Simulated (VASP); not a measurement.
# PPt (P6_3mc) in VASP: further runs, part 2 of 3

VASP 6.6.1. The steps go on from the part before.

## Step 3: Relaxation of shape and atoms at fixed volume, PBEsol (18.05 Å³/atom)

This run uses another cell than the first one, of 18.05 Å³/atom.

INCAR reads:

```
SYSTEM = PPt
PREC = Accurate ; ENCUT = 600
EDIFF = 1E-6 ; ISMEAR = 0
SIGMA = 0.05 ; LREAL = .False.
LASPH = .True. ; NELM = 80
ALGO = Normal ; ISIF = 4
LWAVE = .False. ; LCHARG = .False.
GGA = PS ; IBRION = 2
NSW = 60 ; EDIFFG = -0.01
```

KPOINTS reads:

```
Automatic mesh
0
Gamma
  10 10 6
  0 0 0
```

POSCAR reads:

```
PPt
1.0
    3.5614952124      0.0000000000      0.0000000000
   -1.7807476062      3.0843453294      0.0000000000
    0.0000000000      0.0000000000      6.5728074480
Pt P
2 2
Direct
    0.6666666667      0.3333333333     -0.0105000274
    0.3333333333      0.6666666667      0.4894999726
    0.6666666667      0.3333333333      0.6357000274
    0.3333333333      0.6666666667      0.1357000274
```

Potentials or basis: VASP PAW PBE potentials, release 64 (Pt, P).

Run with:

```sh
> cat potpaw_PBE.64/Pt/POTCAR potpaw_PBE.64/P/POTCAR > POTCAR
> mpirun -np 1 vasp_std > vasp.out
```

OUTCAR:

```text
SYSTEM = PPt
   PREC = Accurate
   ENCUT = 600
   EDIFF = 1E-6
   ISMEAR = 0
   LREAL = .False.
   LASPH = .True.
   NELM = 80
   ISIF = 4
   GGA = PS
   IBRION = 2
   NSW = 60
   EDIFFG = -0.01

 ion  position               nearest neighbor table
   1  0.667  0.333  0.989-   4 2.27   4 2.27   4 2.27   3 2.33
   2  0.333  0.667  0.489-   3 2.27   3 2.27   3 2.27   4 2.33
   3  0.667  0.333  0.636-   2 2.27   2 2.27   2 2.27   1 2.33
   4  0.333  0.667  0.136-   1 2.27   1 2.27   1 2.27   2 2.33

  LATTYP: Found a hexagonal cell.
 ALAT       =     3.5614952124
 C/A-ratio  =     1.8455191025

  Lattice vectors:

 A1 = (   3.5614952124,   0.0000000000,   0.0000000000)
 A2 = (  -1.7807476062,   3.0843453294,   0.0000000000)
 A3 = (   0.0000000000,   0.0000000000,   6.5728074480)

Analysis of symmetry for initial positions (statically):
=====================================================================
 Subroutine PRICEL returns:
 Original cell was already a primitive cell.

 Routine SETGRP: Setting up the symmetry group for a
 hexagonal supercell.

 Subroutine GETGRP returns: Found 12 space group operations
 (whereof  6 operations were pure point group operations)
 out of a pool of 24 trial point group operations.

The static configuration has the point symmetry C_3v.
 The point group associated with its full space group is C_6v.

Analysis of symmetry for dynamics (positions and initial velocities):
=====================================================================
 Subroutine PRICEL returns:
 Original cell was already a primitive cell.

 Routine SETGRP: Setting up the symmetry group for a
 hexagonal supercell.

 Subroutine GETGRP returns: Found 12 space group operations
 (whereof  6 operations were pure point group operations)
 out of a pool of 24 trial point group operations.
[... 146 lines left out ...]

 number of electron      30.0000000 magnetization

 Free energy of the ion-electron system (eV)
  ---------------------------------------------------
  ext. energy  EPLUGINS =         0.00000000
  ---------------------------------------------------
  free energy    TOTEN  =       -26.69041176 eV

  energy without entropy =      -26.68942579  energy(sigma->0) =      -26.68991878

------------------------ aborting loop because EDIFF is reached ----------------------------------------

  FORCE on cell =-STRESS in cart. coord.  units (eV):
  Direction    XX          YY          ZZ          XY          YZ          ZX
  --------------------------------------------------------------------------------------
  -------------------------------------------------------------------------------------
  Total        1.4594988      1.4594988      1.6293623      0.0000000      0.0000000      0.0000000
  in kB       32.3868001     32.3868001     36.1561330      0.0000000      0.0000000      0.0000000
  external PRESSURE =      33.6432444 kB  Pullay stress =       0.0000000 kB
[... 95 lines left out ...]
  FREE ENERGIE OF THE ION-ELECTRON SYSTEM (eV)
  ---------------------------------------------------
  free  energy   TOTEN  =       -26.6917291572 eV

  energy  without entropy=      -26.6907668818  energy(sigma->0) =      -26.69124802

[... ionic steps 4 to 7 ...]

--------------------------------------- Ionic step        8  -------------------------------------------

 number of electron      30.0000001 magnetization

------------------------ aborting loop because EDIFF is reached ----------------------------------------
[... 71 lines left out ...]
--------------------------------------- Ionic step       10  -------------------------------------------

 number of electron      30.0000001 magnetization

 Free energy of the ion-electron system (eV)
  ---------------------------------------------------
  ext. energy  EPLUGINS =         0.00000000
  ---------------------------------------------------
  free energy    TOTEN  =       -26.69366434 eV

  energy without entropy =      -26.69269234  energy(sigma->0) =      -26.69317834

 E-fermi :   7.8971     XC(G=0): -11.2312

 val. band max:        7.8093557348   @ k =   0.4000   0.0000   0.1667
 cond. band min:       7.9137817950   @ k =   0.5000   0.0000   0.3333
 fundamental gap:      0.1044260602
 Fermi energy:         7.8971257099

 k-point     1 :       0.0000    0.0000    0.0000
  band No.  band energies     occupation
      1      -5.5921      2.00000
      2      -4.2634      2.00000
      3       1.0156      2.00000
      4       1.2121      2.00000
      5       1.7964      2.00000
      6       1.7964      2.00000
[... 505 lines left out ...]
      6       2.1389      2.00000
[... 11 lines left out ...]
     18       9.7622      0.00000
     19      12.6016      0.00000

 [... further k-points ...]

------------------------ aborting loop because EDIFF is reached ----------------------------------------

  FORCE on cell =-STRESS in cart. coord.  units (eV):
  Direction    XX          YY          ZZ          XY          YZ          ZX
  --------------------------------------------------------------------------------------
  -------------------------------------------------------------------------------------
  Total        1.2113675      1.2113675      1.2191193     -0.0000000      0.0000000      0.0000000
  in kB       26.8806788     26.8806788     27.0526946     -0.0000000      0.0000000      0.0000000
  external PRESSURE =      26.9380174 kB  Pullay stress =       0.0000000 kB
[... 19 lines left out ...]
  FREE ENERGIE OF THE ION-ELECTRON SYSTEM (eV)
  ---------------------------------------------------
  free  energy   TOTEN  =       -26.6936643400 eV

  energy  without entropy=      -26.6926923381  energy(sigma->0) =      -26.69317834

 reached required accuracy - stopping structural energy minimisation
```

OSZICAR:

```text
N       E                     dE             d eps       ncg     rms          rms(c)
DAV:   1     0.169576740098E+03    0.16958E+03   -0.15618E+04  2128   0.161E+03
DAV:   2    -0.199802935310E+02   -0.18956E+03   -0.18196E+03  2484   0.287E+02
DAV:   3    -0.282584276044E+02   -0.82781E+01   -0.79758E+01  2604   0.576E+01
[... 73 lines left out ...]
       N       E                     dE             d eps       ncg     rms          rms(c)
DAV:   1    -0.266936588302E+02   -0.14223E-04   -0.99056E-03  2128   0.572E-01    0.296E-02
DAV:   2    -0.266936676897E+02   -0.88596E-05   -0.17465E-04  2651   0.985E-02    0.152E-02
DAV:   3    -0.266936650211E+02    0.26686E-05   -0.58894E-06  2326   0.175E-02    0.892E-03
DAV:   4    -0.266936643400E+02    0.68111E-06   -0.24833E-06  1364   0.109E-02
  10 F= -.26693664E+02 E0= -.26693178E+02  d E =-.198254E-04
```

Run time: 2.8 min. Hardware: 1 thread of Intel Xeon 6975P-C (Granite Rapids), shared host; peak memory 0.25 GiB.

What came out:

```
Free energy                  : -26.6937 eV
Energy gained by relaxing    : 0.8 meV/atom
Ionic steps                  : 10
Pressure after relaxing      : 2.7 GPa
Largest force after relaxing : 0.005 eV/Å
Band gap on the k mesh       : zero (bands 15 and 16 overlap by 3.94 eV)
```

Forces in eV/Å, atoms in the order of the input:
```
Pt   0.000  0.000 -0.005
Pt   0.000  0.000 -0.005
P    0.000  0.000  0.005
P    0.000  0.000  0.005
```

Step by step:
```csv
step,energy change (eV),largest force (eV/Å),pressure (GPa),volume (Å³)
1,0.0000,0.0972,3.36,72.20
2,-0.0013,0.0066,3.16,72.20
3,-0.0013,0.0367,3.09,72.20
4,-0.0022,0.0291,2.98,72.20
5,-0.0031,0.0198,2.76,72.20
6,-0.0024,0.0180,2.33,72.20
7,-0.0032,0.0169,2.61,72.20
8,-0.0032,0.0176,2.64,72.20
9,-0.0032,0.0179,2.65,72.20
10,-0.0033,0.0045,2.69,72.20
```

Final structure:
```
CELL_PARAMETERS angstrom
3.54190 0.00000 0.00000
-1.77095 3.06738 0.00000
0.00000 0.00000 6.64572
ATOMIC_POSITIONS crystal
Pt 0.66667 0.33333 0.98785
Pt 0.33333 0.66667 0.48785
P 0.66667 0.33333 0.63735
P 0.33333 0.66667 0.13735
```

Caveat: the PAW data sets were made with another functional, which shifts forces and pressure a little; spin-orbit coupling is left out, which moves the levels of the heavy elements.

## Step 4: Relaxation of shape and atoms at fixed volume, PBEsol (18.79 Å³/atom)

This run uses another cell than the first one, of 18.79 Å³/atom.

INCAR reads:

```
SYSTEM = PPt
PREC     = Accurate       ! precision mode
ENCUT    = 600            ! plane-wave cutoff, eV
EDIFF    = 1E-6           ! SCF threshold, eV
ISMEAR   = 0              ! smearing method
SIGMA    = 0.05           ! smearing width, eV
LREAL    = .FALSE.        ! projectors in reciprocal space
LASPH    = .TRUE.         ! aspherical terms in the spheres
NELM     = 80             ! most SCF steps
ALGO     = Normal         ! electronic algorithm
ISIF     = 4              ! what is computed and relaxed
LWAVE    = .FALSE.        ! write WAVECAR
LCHARG   = .FALSE.        ! write CHGCAR
GGA      = PS             ! functional
IBRION   = 2              ! ionic algorithm
NSW      = 60             ! ionic steps
EDIFFG   = -0.01          ! ionic threshold
```

KPOINTS reads:

```
regular mesh
0
G
  10 10 6
  0 0 0
```

POSCAR reads:

```
PPt
1.0
    3.6093062223      0.0000000000      0.0000000000
   -1.8046531112      3.1257508786      0.0000000000
    0.0000000000      0.0000000000      6.6610435802
Pt P
2 2
Direct
    0.6666666667      0.3333333333     -0.0105000274
    0.3333333333      0.6666666667      0.4894999726
    0.6666666667      0.3333333333      0.6357000274
    0.3333333333      0.6666666667      0.1357000274
```

Run with:

```sh
> cat potpaw_PBE.64/Pt/POTCAR potpaw_PBE.64/P/POTCAR > POTCAR
> mpirun -np 1 vasp_std > vasp.out
```

It took 1.9 min on 1 thread of Intel Xeon 6975P-C (Granite Rapids), shared host; peak memory 0.27 GiB.

Results (log left out):

```yaml
Free_energy: -26.6948 eV
Energy_gained_by_relaxing: 0.5 meV/atom
Ionic_steps: 5
Pressure_after_relaxing: -2.5 GPa
Band_gap_on_the_k_mesh: zero (bands 15 and 16 overlap by 3.86 eV)
```

Forces in eV/Å, atoms in the order of the input:
```
Pt   0.000  0.000 -0.003
Pt   0.000  0.000 -0.003
P    0.000  0.000  0.003
P    0.000  0.000  0.003
```

Step by step:
```
step  energy change (eV)  largest force (eV/Å)  pressure (GPa)  volume (Å³)
   1              0.0000                0.0722           -2.88        75.15
   2             -0.0008                0.0072           -2.75        75.15
   3             -0.0009                0.0271           -2.67        75.15
   4             -0.0014                0.0188           -2.60        75.15
   5             -0.0018                0.0026           -2.48        75.15
```

Final structure:
```
Pt P
1.0
     3.62404    0.00000    0.00000
    -1.81202    3.13851    0.00000
     0.00000    0.00000    6.60699
Pt P
2 2
Direct
  0.66667 0.33333 0.99081
  0.33333 0.66667 0.49081
  0.66667 0.33333 0.63439
  0.33333 0.66667 0.13439
```

Levels at points of the mesh, in eV from the Fermi level:
```tsv
k point	band 13	band 14	band 15	band 16	band 17	band 18
(0.00, 0.00, 0.00)	-3.48	1.93	1.93	2.65	3.78	4.10
(0.50, 0.00, 0.00)	-2.58	-2.52	-1.92	-0.64	0.44	2.12
(0.00, 0.00, 0.50)	-0.86	-0.86	2.79	2.79	2.79	2.79
(0.50, 0.00, 0.50)	-2.95	-2.95	-0.29	-0.29	0.73	0.73
```

Caveat: the PAW data sets were made with another functional, which shifts forces and pressure a little; spin-orbit coupling is left out, which moves the levels of the heavy elements.

(Part 2 of 3 ends here.)

The gap in the log of VASP goes by the Fermi energy; the results here count the filled bands.